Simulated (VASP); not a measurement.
# GaP in VASP: notebook

Runs on GaP. Level: PBE. Tasks: single point.

Everything below comes from runs of VASP 6.6.1. Logs are shortened: lines on timing, memory, paths and dates and some standing lists are left out, and cuts for length are marked.

## 1. The cell of the first run

The cell holds a slab with vacuum, 8 atoms: a = 3.893 Å, b = 3.893 Å, c = 25.330 Å, α = 90.00°, β = 90.00°, γ = 120.00°.

## 2. Single point, PBE

INCAR reads:

```
PREC     = Accurate       # precision mode
ENCUT    = 520            # plane-wave cutoff, eV
EDIFF    = 1E-7           # SCF threshold, eV
ISMEAR   = 0              # smearing method
SIGMA    = 0.05           # smearing width, eV
LREAL    = F              # projectors in reciprocal space
LASPH    = T              # aspherical terms in the spheres
NELM     = 60             # most SCF steps
ALGO     = Normal         # electronic algorithm
ISIF     = 2              # what is computed and relaxed
LWAVE    = F              # write WAVECAR
LCHARG   = F              # write CHGCAR
LDIPOL   = T            
IDIPOL   = 3            
DIPOL    = 0.5 0.5 0.500
GGA      = PE             # functional
NBANDS   = 46             # bands
```

KPOINTS reads:

```
Automatic mesh
0
Gamma
  9 9 1
```

POSCAR reads:

```
GaP
1.0
    3.8926748893      0.0000000000      0.0000000000
   -1.9463374447      3.3711553428      0.0000000000
    0.0000000000      0.0000000000     25.3296561479
P Ga
4 4
Direct
    0.0000000000      0.0000000000      0.2958731236
    0.3333333333      0.6666666667      0.4223650104
    0.6666666667      0.3333333333      0.5486333584
    0.0000000000      0.0000000000      0.6763118998
    0.3333333333      0.6666666667      0.3235057456
    0.6666666667      0.3333333333      0.4513584515
    0.0000000000      0.0000000000      0.5780164454
    0.3333333333      0.6666666667      0.7039359653
```

Potentials or basis: VASP PAW PBE potentials, release 64 (P, Ga_d).

Launch:

```bash
> cat potpaw_PBE.64/P/POTCAR potpaw_PBE.64/Ga_d/POTCAR > POTCAR
> mpirun -np 1 vasp_std > vasp.out
```

OUTCAR:

```text
PREC = Accurate
   ENCUT = 520
   EDIFF = 1E-7
   ISMEAR = 0
   LREAL = F
   LASPH = T
   NELM = 60
   ISIF = 2
   GGA = PE

 ion  position               nearest neighbor table
   1  0.000  0.000  0.296-   5 2.35   5 2.35   5 2.35
   2  0.333  0.667  0.422-   6 2.36   6 2.36   6 2.36   5 2.50
   3  0.667  0.333  0.549-   7 2.37   7 2.37   7 2.37   6 2.46
   4  0.000  0.000  0.676-   8 2.35   8 2.35   8 2.35   7 2.49
   5  0.333  0.667  0.324-   1 2.35   1 2.35   1 2.35   2 2.50
   6  0.667  0.333  0.451-   2 2.36   2 2.36   2 2.36   3 2.46
   7  0.000  0.000  0.578-   3 2.37   3 2.37   3 2.37   4 2.49
   8  0.333  0.667  0.704-   4 2.35   4 2.35   4 2.35

  LATTYP: Found a hexagonal cell.
 ALAT       =     3.8926748893
 C/A-ratio  =     6.5070053031

  Lattice vectors:

 A1 = (   3.8926748893,   0.0000000000,   0.0000000000)
 A2 = (  -1.9463374447,   3.3711553428,   0.0000000000)
 A3 = (   0.0000000000,   0.0000000000,  25.3296561479)

Analysis of symmetry for initial positions (statically):
=====================================================================
 Subroutine PRICEL returns:
 Original cell was already a primitive cell.

 Routine SETGRP: Setting up the symmetry group for a
 hexagonal supercell.

 Subroutine GETGRP returns: Found  6 space group operations
 (whereof  6 operations were pure point group operations)
 out of a pool of 24 trial point group operations.

The static configuration has the point symmetry C_3v.

Analysis of symmetry for dynamics (positions and initial velocities):
=====================================================================
 Subroutine PRICEL returns:
 Original cell was already a primitive cell.

 Routine SETGRP: Setting up the symmetry group for a
 hexagonal supercell.

 Subroutine GETGRP returns: Found  6 space group operations
 (whereof  6 operations were pure point group operations)
 out of a pool of 24 trial point group operations.

The dynamic configuration has the point symmetry C_3v.

 Subroutine INISYM returns: Found  6 space group operations
 (whereof  6 operations are pure point group operations),
 and found     1 'primitive' translations

----------------------------------------------------------------------------------------

                                     Primitive cell

  volume of cell :     332.3963

  direct lattice vectors                    reciprocal lattice vectors
     3.892674889  0.000000000  0.000000000     0.256892761  0.148317105  0.000000000
    -1.946337445  3.371155343  0.000000000     0.000000000  0.296634209  0.000000000
     0.000000000  0.000000000 25.329656148     0.000000000  0.000000000  0.039479415

  length of vectors
     3.892674889  3.892674889 25.329656148     0.296634209  0.296634209  0.039479415

  position of ions in fractional coordinates (direct lattice)
     0.000000000  0.000000000  0.295873124
     0.333333333  0.666666667  0.422365010
     0.666666667  0.333333333  0.548633358
     0.000000000  0.000000000  0.676311900
     0.333333333  0.666666667  0.323505746
     0.666666667  0.333333333  0.451358451
     0.000000000  0.000000000  0.578016445
     0.333333333  0.666666667  0.703935965

  ion indices of the primitive-cell ions
   primitive index   ion index
                 1           1
                 2           2
                 3           3
                 4           4
                 5           5
                 6           6
                 7           7
                 8           8

----------------------------------------------------------------------------------------

 KPOINTS: Automatic mesh

Automatic generation of k-mesh.
 Grid dimensions read from file:
 generate k-points for:    9    9    1

 Generating k-lattice:

  Cartesian coordinates                     Fractional coordinates (reciprocal lattice)
     0.028543640  0.016479678  0.000000000     0.111111111  0.000000000  0.000000000
     0.000000000  0.032959357  0.000000000     0.000000000  0.111111111  0.000000000
     0.000000000  0.000000000  0.039479415     0.000000000  0.000000000  1.000000000

  Length of vectors
     0.032959357  0.032959357  0.039479415

  Shift w.r.t. Gamma in fractional coordinates (k-lattice)
     0.000000000  0.000000000  0.000000000

 Subroutine IBZKPT returns following result:
 ===========================================

 Found     12 irreducible k-points:

 Following reciprocal coordinates:
            Coordinates               Weight
  0.000000  0.000000  0.000000      1.000000
  0.111111  0.000000  0.000000      6.000000
  0.222222 -0.000000  0.000000      6.000000
  0.333333 -0.000000  0.000000      6.000000
  0.444444 -0.000000  0.000000      6.000000
  0.111111  0.111111  0.000000      6.000000
  0.222222  0.111111  0.000000     12.000000
  0.333333  0.111111  0.000000     12.000000
  0.444444  0.111111  0.000000      6.000000
  0.222222  0.222222  0.000000      6.000000
  0.333333  0.222222  0.000000     12.000000
  0.333333  0.333333  0.000000      2.000000
   k-points           NKPTS =     12   k-points in BZ     NKDIM =     12   number of bands    NBANDS=     46
   number of dos      NEDOS =    301   number of ions     NIONS =      8
   total plane-waves  NPLWV = 172800
   dimension x,y,z NGX =    30 NGY =   30 NGZ =  192
   dimension x,y,z NGXF=    60 NGYF=   60 NGZF=  384
   ions per type =               4   4
   NGX,Y,Z   is equivalent  to a cutoff of  12.81, 12.81, 12.60 a.u.
   NGXF,Y,Z  is equivalent  to a cutoff of  25.62, 25.62, 25.20 a.u.
 SYSTEM =  unknown system
   PREC   = accura    normal or accurate (medium, high low for compatibility)
   ISTART =      0    job   : 0-new  1-cont  2-samecut
   ICHARG =      2    charge: 1-file 2-atom 10-const
   ISPIN  =      1    spin polarized calculation?
   LNONCOLLINEAR =      F non collinear calculations
   LSORBIT =      F    spin-orbit coupling
   LASPH  =      T    aspherical Exc in radial PAW
   ENCUT  =  520.0 eV  38.22 Ry    6.18 a.u.   7.24  7.24 47.10*2*pi/ulx,y,z
   NELM   =     60;   NELMIN=  2; NELMDL= -5     # of ELM steps
   EDIFF  = 0.1E-06   stopping-criterion for ELM
   LREAL  =      F    real-space projection
   EDIFFG = 0.1E-05   stopping-criterion for IOM
   NSW    =      0    number of steps for IOM
   IBRION =     -1    ionic relax: 0-MD 1-quasi-New 2-CG
   NFREE  =      0    steps in history (QN), initial steepest desc. (CG)
   ISIF   =      2    stress and relaxation
   ISYM   =      2    0-nonsym 1-usesym 2-fastsym
   POTIM  = 0.5000    time-step for ionic-motion
   TEBEG  =    0.0;   TEEND  =   0.0 temperature during run
   PSTRESS=    0.0 pullay stress
   NELECT =      72.0000    total number of electrons
   NUPDOWN=      -1.0000    fix difference up-down
   EMIN   =  10.00;   EMAX   =-10.00  energy-range for DOS
   EFERMI =   0.00;   METHOD = LEGACY
   ISMEAR =     0;   SIGMA  =   0.05  broadening in eV -4-tet -1-fermi 0-gaus
   EFERMI_NEDOS =   21; number of points for ismear=-14 and -15
   IALGO  =     38    algorithm
   IMIX   =      4    mixing-type and parameters
     AMIX     =   0.40;   BMIX     =  1.00
     AMIX_MAG =   1.60;   BMIX_MAG =  1.00
  volume/ion in A,a.u.               =      41.55       280.39
  Fermi-wavevector in a.u.,A,eV,Ry     =   0.983181  1.857943 13.152009  0.966645
  Thomas-Fermi vector in A             =   2.114320
   LORBIT       =      0    0 simple, 1 ext, 2 COOP (PROOUT), +10 PAW based schemes
   GGA     = PE    functional components
   LHFCALC =     F    Hartree Fock is set to
   AEXX    =    0.0000 exact exchange contribution
   IVDW    =     0    specifies the selected vdW correction
   LEPSILON=     F    determine dielectric tensor
   LRPA    =     F    only Hartree local field effects (RPA)
 non-spin polarized calculation
 Gauss-broadening in eV      SIGMA  =   0.05
  energy-cutoff  :      520.00
  volume of cell :      332.40
 maximum number of plane-waves:      9005
 NGX is ok and might be reduce to    30
   NGX = 15   NGY = 15   NGZ = 95

 dipolmoment           0.000000      0.000000      0.013769 electrons x Angstroem

 number of electron      72.0000026 magnetization

 dipolmoment           0.000000      0.000000     -0.182963 electrons x Angstroem

 Free energy of the ion-electron system (eV)
  ---------------------------------------------------
  ext. energy  EPLUGINS =         0.00000000
  ---------------------------------------------------
  free energy    TOTEN  =       -34.19525812 eV

  energy without entropy =      -34.18489549  energy(sigma->0) =      -34.19007680

 E-fermi :  -0.0241     XC(G=0):  -5.4642

 val. band max:       -0.0537184673   @ k =   0.1111   0.0000   0.0000
 cond. band min:      -0.0202329471   @ k =   0.3333   0.3333   0.0000
 fundamental gap:      0.0334855201
 Fermi energy:        -0.0240543336

 k-point     1 :       0.0000    0.0000    0.0000
  band No.  band energies     occupation
      1     -15.6968      2.00000
      2     -15.6301      2.00000
      3     -15.6301      2.00000
      4     -15.5618      2.00000
      5     -15.5618      2.00000
      6     -15.3591      2.00000
[... 38 lines left out ...]
     45       3.7787      0.00000
     46       3.7787      0.00000

 k-point     2 :       0.1111    0.0000    0.0000
  band No.  band energies     occupation
      1     -15.6964      2.00000
      2     -15.6327      2.00000
      3     -15.6280      2.00000
      4     -15.5632      2.00000
      5     -15.5589      2.00000
      6     -15.3565      2.00000
[... 38 lines left out ...]
     45       3.7742      0.00000
     46       4.1617      0.00000

 k-point     3 :       0.2222   -0.0000    0.0000
  band No.  band energies     occupation
      1     -15.7006      2.00000
      2     -15.6343      2.00000
      3     -15.6237      2.00000
      4     -15.5665      2.00000
      5     -15.5505      2.00000
      6     -15.3536      2.00000
[... 430 lines left out ...]
     45       4.9606      0.00000
     46       5.4831      0.00000

 k-point    12 :       0.3333    0.3333    0.0000
  band No.  band energies     occupation
      1     -15.7155      2.00000
      2     -15.6241      2.00000
      3     -15.6222      2.00000
      4     -15.5641      2.00000
      5     -15.5415      2.00000
      6     -15.3559      2.00000
[... 38 lines left out ...]
     45       5.5891      0.00000
     46       5.6738      0.00000

------------------------ aborting loop because EDIFF is reached ----------------------------------------

 vacuum level on the upper side and lower side of the slab       (xc-potential included)        -1.401         1.071

  FORCE on cell =-STRESS in cart. coord.  units (eV):
  Direction    XX          YY          ZZ          XY          YZ          ZX
  --------------------------------------------------------------------------------------
  -------------------------------------------------------------------------------------
  Total       -0.0557734     -0.0557734      0.0418211      0.0000000      0.0000000      0.0000000
  in kB       -0.2688324     -0.2688324      0.2015813      0.0000000      0.0000000      0.0000000
  external PRESSURE =      -0.1120278 kB  Pullay stress =       0.0000000 kB

 VOLUME and BASIS-vectors are now :
 -----------------------------------------------------------------------------
  energy-cutoff  :      520.00
  volume of cell :      332.40
      direct lattice vectors                 reciprocal lattice vectors
     3.892674889  0.000000000  0.000000000     0.256892761  0.148317105  0.000000000
    -1.946337445  3.371155343  0.000000000     0.000000000  0.296634209  0.000000000
     0.000000000  0.000000000 25.329656148     0.000000000  0.000000000  0.039479415

 POSITION                                       TOTAL-FORCE (eV/Angst)
 -----------------------------------------------------------------------------------
      0.00000      0.00000      7.49436         0.000000     -0.000000     -0.004457
     -0.00000      2.24744     10.69836         0.000000      0.000000     -0.005595
      1.94634      1.12372     13.89669         0.000000      0.000000      0.000460
      0.00000      0.00000     17.13075         0.000000      0.000000      0.009553
     -0.00000      2.24744      8.19429        -0.000000      0.000000      0.004088
      1.94634      1.12372     11.43275        -0.000000     -0.000000     -0.002235
      0.00000      0.00000     14.64096         0.000000      0.000000      0.001411
     -0.00000      2.24744     17.83046         0.000000      0.000000     -0.003224
 -----------------------------------------------------------------------------------
    total drift:                               -0.000007      0.000003      0.001343

  FREE ENERGIE OF THE ION-ELECTRON SYSTEM (eV)
  ---------------------------------------------------
  free  energy   TOTEN  =       -34.1952581195 eV

  energy  without entropy=      -34.1848954900  energy(sigma->0) =      -34.19007680

 vacuum level on the upper side and lower side of the slab         3.379         5.907
```

It took 12 min on 1 thread of Intel Xeon 8259CL, shared host; peak memory 0.48 GiB.

What came out:

- Free energy: -34.1953 eV
- Largest force: 0.010 eV/Å
- Band gap on the k mesh: zero (bands 36 and 37 overlap by 0.17 eV)

Forces in eV/Å, atoms in the order of the input:
```
P    0.000  0.000 -0.004
P    0.000  0.000 -0.006
P    0.000  0.000  0.000
P    0.000  0.000  0.010
Ga   0.000  0.000  0.004
Ga   0.000  0.000 -0.002
Ga   0.000  0.000  0.001
Ga   0.000  0.000 -0.003
```

Levels at points of the mesh, in eV from the Fermi level:
| k point | band 34 | band 35 | band 36 | band 37 | band 38 | band 39 |
| --- | --- | --- | --- | --- | --- | --- |
| (0.00, 0.00, 0.00) | -0.64 | 0.17 | 0.17 | 0.48 | 0.74 | 1.42 |

[end of part 1 of 2]

The gap in the log of VASP goes by the Fermi energy; the results here count the filled bands.